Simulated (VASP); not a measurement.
Write the native input for VASP 6.6.1 that does the following.

```
Task                   : relaxation of cell and atoms
Functional             : PBE
Potentials or basis    : VASP PAW PBE potentials, release 64 (Sn_d, Te)
Cutoff                 : 500 eV
k mesh                 : 6 × 6 × 6
Occupations            : fermi-dirac, width 0.05 eV
Spin                   : no spin polarisation
Target pressure        : 10 GPa
Dipole correction      : no
Further INCAR settings : ALGO = Normal; EDIFF = 1e-07; IBRION = 2; EDIFFG = -0.01; NSW = 80; ISIF = 3
```

The structure of SnTe lies in POSCAR:

```
SnTe
1.0
    0.0000000000      3.1508500000      3.1508500000
    3.1508500000      0.0000000000      3.1508500000
    3.1508500000      3.1508500000      0.0000000000
Sn Te
1 1
Direct
    0.0000000000      0.0000000000      0.0000000000
    0.5000000000      0.5000000000      0.5000000000
```

One way to write it, as run:

INCAR

```
SYSTEM = SnTe
PREC = Accurate ; ENCUT = 500
EDIFF = 1E-7 ; ISMEAR = -1
SIGMA = 0.05 ; LREAL = .FALSE.
LASPH = .TRUE. ; NELM = 120
ALGO = Normal ; ISIF = 3
LWAVE = .FALSE. ; LCHARG = .FALSE.
GGA = PE ; IBRION = 2
NSW = 80 ; EDIFFG = -0.01
PSTRESS = 100.0 ; GGA_COMPAT = .FALSE.
NELMIN = 4
```

KPOINTS

```
Automatic mesh
0
G
  6 6 6
  0 0 0
```

Potentials or basis: VASP PAW PBE potentials, release 64 (Sn_d, Te).

Run with:

```sh
$ cat potpaw_PBE.64/Sn_d/POTCAR potpaw_PBE.64/Te/POTCAR > POTCAR
$ mpirun -np 1 vasp_std > vasp.out
```

It gave:

```
Relaxed volume                                         : 27.83 Å³/atom
Relaxed cell                                           : a = 4.286 Å, b = 4.286 Å, c = 4.286 Å, α = 60.00°, β = 60.00°, γ = 60.00°
Space group after relaxing (to 0.05 Å)                 : Fm-3m (No. 225)
Energy change on relaxing (the enthalpy is what falls) : +123.6 meV/atom
Ionic steps                                            : 3
Pressure after relaxing                                : 10.0 GPa
Band gap on the k mesh                                 : 0.23 eV, direct
```

Caveat: the cell is relaxed towards a set pressure, so the enthalpy falls and the energy may rise; spin-orbit coupling is left out, which moves the levels of the heavy elements.

It took 19 s on 1 thread of Intel(R) Xeon(R) 6975P-C (Granite Rapids) (shared host), peak memory 0.19 GiB.
